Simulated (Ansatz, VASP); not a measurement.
## One calculation of HfO2, two programs

File POSCAR:

```
HfO2
1.0
    0.0000000000      2.5291823194      2.5291823194
    2.5291823194      0.0000000000      2.5291823194
    2.5291823194      2.5291823194      0.0000000000
Hf O
1 2
Direct
    0.0000000000      0.0000000000      0.0000000000
    0.2500000000      0.2500000000      0.2500000000
    0.7500000000      0.7500000000      0.7500000000
```

INCAR.step1

```
PREC = Accurate ; ENCUT = 520
EDIFF = 1E-5 ; ISMEAR = 0
SIGMA = 0.01 ; LREAL = F
LASPH = T ; NELM = 60
ALGO = Normal ; ISIF = 2
LWAVE = T ; GGA = PE
NBANDS = 18
```

INCAR.step2

```
PREC = Accurate ; ENCUT = 520
EDIFF = 1E-6 ; ISMEAR = 0
SIGMA = 0.01 ; LREAL = F
LASPH = T ; NELM = 60
ALGO = Normal ; ISIF = 2
LWAVE = F ; LCHARG = T
GGA = PE ; LHFCALC = T
AEXX = 0.35 ; HFSCREEN = 0.2078
PRECFOCK = Normal ; LELF = T
LVHAR = T ; ISTART = 1
NBANDS = 18
```

KPOINTS

```
Automatic mesh
0
Gamma
  4 4 4
```

Input for Ansatz:

```yaml
crystal:
  lattice:
    - [0.0, 2.5291823194, 2.5291823194]
    - [2.5291823194, 0.0, 2.5291823194]
    - [2.5291823194, 2.5291823194, 0.0]
  atoms:
    - { symbol: Hf, position: [0.0, 0.0, 0.0] }
    - { symbol: O, position: [0.25, 0.25, 0.25] }
    - { symbol: O, position: [0.75, 0.75, 0.75] }
kpoints:
  mp_grid: { grid: [4, 4, 4] }
hamiltonian:
  xc:
    exchange: pbe
    correlation: pbe
    exx: { coeff: 0.35, omega: 0.2078 }
scf:
  occupations: { method: fixed }
  n_extra_bands: 4
output:
  forces: true
  stress: true
  eigenvalues: true
```

Alike in both runs: task single point; functional PBE-based screened hybrid; k mesh 4 × 4 × 4; no spin polarisation.

|  | VASP | Ansatz |
| --- | --- | --- |
| version | VASP 6.6.1 | Ansatz 0.2.0 |
| potentials or method | VASP PAW PBE potentials, release 64 (Hf_pv, O) | plane waves |
| plane-wave cutoff (eV) | 520 | 420 |
| occupations | gaussian, width 0.01 eV | fixed |
| valence electrons in the cell | 22 | 38 |

VASP gave:

```
gap on the k mesh at the Fermi level (eV) : 6.01
pressure (GPa)                            : -8.1
```

Task: What did Ansatz give for the same quantities?

Result: gap on the k mesh at the Fermi level (eV): 6.08; pressure (GPa): -2.7.

VASP's potentials were made for PBE, not for PBE-based screened hybrid. One of these differences is far larger than is usual between the two programs; its cause wasn't traced. VASP's potentials hold 22 valence electrons a cell and Ansatz's 38, so a difference there can come from the potentials and not from the codes. Ansatz's warnings: stress exchange threshold loose, stress scf threshold loose.

The k mesh is coarse, so the values compare programs but aren't converged. Neither program's run includes spin-orbit coupling.
